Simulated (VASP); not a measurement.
FeO:

```
Fe O
1.0
     0.00000    2.18376    2.18376
     2.18376    0.00000    2.18376
     2.18376    2.18376    0.00000
Fe O
1 1
Direct
  0.00000 0.00000 0.00000
  0.50000 0.50000 0.50000
```

Base run:

| Item | Value |
| --- | --- |
| Program | VASP 6.6.1 |
| Functional | PBE |
| Dispersion | D4 |
| Potentials or basis | VASP PAW PBE potentials, release 64 (Fe, O) |
| Cutoff | 520 eV |
| k mesh | 11 × 11 × 11 |
| Occupations | fermi-dirac, width 0.05 eV |
| Spin | collinear spin, ferromagnetic start |
| Starting moments | [3.0, 0.0] μB |

Its results: band gap on the k mesh zero (filled and empty bands overlap); pressure -10.8 GPa; net moment 4.00 μB per cell; site moments Fe +3.62; O +0.29 μB.

The run is repeated on the same cell with these changes: dispersion from D4 to none. What comes out?

Band gap on the k mesh zero (filled and empty bands overlap); pressure -6.8 GPa; net moment 4.00 μB per cell; site moments Fe +3.62; O +0.29 μB.

Dispersion adds attraction, which lowers the pressure at fixed volume and, as a term added to the energy, leaves the levels alone.

Caveats: the cell stands under tension; a cell with one magnetic atom can't hold antiferromagnetic order, which such compounds often take; semilocal functionals often make such compounds metallic where correlation or magnetic order opens a gap, which also shifts bond lengths.
